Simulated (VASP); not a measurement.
The system is GaN.

```
CELL_PARAMETERS angstrom
0.00000 2.24895 2.24895
2.24895 0.00000 2.24895
2.24895 2.24895 0.00000
ATOMIC_POSITIONS crystal
Ga 0.00000 0.00000 0.00000
N 0.25000 0.25000 0.25000
```

Base run:

| Property | Result |
| --- | --- |
| Program | VASP 6.6.1 |
| Functional | PBEsol |
| Potentials or basis | VASP PAW PBE potentials, release 64 (Ga_d, N) |
| Cutoff | 520 eV |
| k mesh | 6 × 6 × 6 |
| Occupations | gaussian, width 0.01 eV |
| Spin | no spin polarisation |

Its results: band gap on the k mesh 1.72 eV; pressure -0.2 GPa.

Q: The run is repeated on the same cell with these changes: functional from PBEsol to PBE-based screened hybrid with 35 % exact exchange; k mesh from 6 × 6 × 6 to 4 × 4 × 4. What comes out?

A: Band gap on the k mesh 3.28 eV; pressure -1.9 GPa.

Several settings changed at once.

Caveats: some runs use coarse meshes; the structure was generated, so it needn't be the stable form of GaN; the PAW data sets were made with another functional, which shifts forces and pressure a little.

